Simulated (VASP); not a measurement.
Write the native input for VASP 6.6.1 that does the following.

| Item | Value |
| --- | --- |
| Task | relaxation of cell and atoms |
| Functional | PBEsol |
| Potentials or basis | VASP PAW PBE potentials, release 64 (Rh_pv) |
| Cutoff | 600 eV |
| k mesh | 18 × 18 × 18 |
| Occupations | gaussian, width 0.05 eV |
| Spin | no spin polarisation |
| Dipole correction | no |
| Further INCAR settings | ALGO = Normal; EDIFF = 1e-06; IBRION = 2; EDIFFG = -0.03; NSW = 80; ISIF = 3 |

The structure of Rh lies in POSCAR:

```
Rh
1.0
    2.4988271053      0.0000000000      0.0000000000
    0.0000000000      2.4988271053      0.0000000000
    0.0000000000      0.0000000000      2.4988271053
Rh
1
Direct
    0.0000000000      0.0000000000      0.0000000000
```

These files were run (other wordings do the same):

INCAR

```
SYSTEM = Rh
ALGO = Normal
EDIFF = 1E-6
EDIFFG = -0.03
ENCUT = 600
GGA = PS
IBRION = 2
ISIF = 3
ISMEAR = 0
LASPH = .True.
LCHARG = .False.
LREAL = .False.
LWAVE = .False.
NELM = 100
NSW = 80
PREC = Accurate
SIGMA = 0.05
```

KPOINTS

```
k-points
0
Gamma
  18 18 18
  0 0 0
```

Potentials or basis: VASP PAW PBE potentials, release 64 (Rh_pv).

Command:

```console
$ cat potpaw_PBE.64/Rh_pv/POTCAR > POTCAR
$ mpirun -np 1 vasp_std > vasp.out
```

It gave:

The pressure after relaxing is -0.1 GPa.

Caveat: the relaxation stopped at its first step, so nothing moved; the PAW data sets were made with another functional, which shifts forces and pressure a little.

It took 11 s on 1 thread of AMD EPYC 9R45 96-Core Processor (Zen 5), with other jobs on the host, peak memory 0.13 GiB.
